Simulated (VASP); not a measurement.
Ba, 3 atoms in the cell. The structure is cubic, space group Im-3m (No. 229). The conventional cell has a = 5.025 Å, b = 5.025 Å, c = 5.025 Å, α = 90.00°, β = 90.00°, γ = 90.00°. Ba (site symmetry m-3m) has 14 Ba at 4.35 to 5.02 Å within 5.7 Å. 

| Item | Value |
| --- | --- |
| Program | VASP 6.6.1 |
| Task | single point |
| Functional | PBE |
| Potentials or basis | VASP PAW PBE potentials, release 64 (Ba_sv) |
| Cutoff | 520 eV |
| k mesh | 6 × 6 × 8 |
| Occupations | fermi-dirac, width 0.1 eV |
| Spin | no spin polarisation |
| Dipole correction | no |
| Further INCAR settings | ALGO = Normal; EDIFF = 1e-06; NBANDS = 22 |

Potentials or basis: VASP PAW PBE potentials, release 64 (Ba_sv).

Run with:

```console
$ cat potpaw_PBE.64/Ba_sv/POTCAR > POTCAR
$ mpirun -np 1 vasp_std > vasp.out
```

Hardware: 1 thread of AMD EPYC 7R43 64-Core Processor (Zen 3) (shared host).

Task: Estimate the wall time of this run.

Result: Wall time 2.6 min on 1 thread of AMD EPYC 7R43 64-Core Processor (Zen 3) (shared host), peak memory 0.33 GiB. Counts: scf iterations 11, k points 44.
